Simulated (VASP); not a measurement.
Runs of VASP 6.6.1 on YZr. The structure is hexagonal, space group P-6m2 (No. 187). The conventional cell has a = 3.424 Å, b = 3.424 Å, c = 5.403 Å, α = 90.00°, β = 90.00°, γ = 120.00°. Within 4.4 Å of Y (site symmetry -6m2) lie 6 Zr at 3.35 Å and 6 Y at 3.42 Å. Zr (site symmetry -6m2) has 6 Y at 3.35 Å and 6 Zr at 3.42 Å within 4.4 Å. 

| k mesh | gap on the mesh (eV) | pressure (GPa) |
| --- | --- | --- |
| 3 × 3 × 2 | none | -6.6 |
| 6 × 6 × 4 | none | -5.6 |
| 8 × 8 × 4 | none | -5.3 |
| 4 × 4 × 2 | none | (a) |
| 5 × 5 × 3 | none | -5.5 |
| 9 × 9 × 5 | none | -5.3 |

Alike in all rows: task single point; level LDA; potentials or basis VASP PAW LDA potentials, release 64 (Y_sv, Zr_sv); no spin polarisation; cell as given; cutoff (eV) 500; smearing methfessel-paxton 0.15 eV.

Fill in the values left out.

(a) -5.4.

Caveats: some runs use coarse meshes; the cell stands under tension (at least some runs).

A k mesh can miss the band edges, and the runs leave out spin-orbit coupling on Y, Zr.

A gap of «none» marks levels without a gap at the run's occupations.
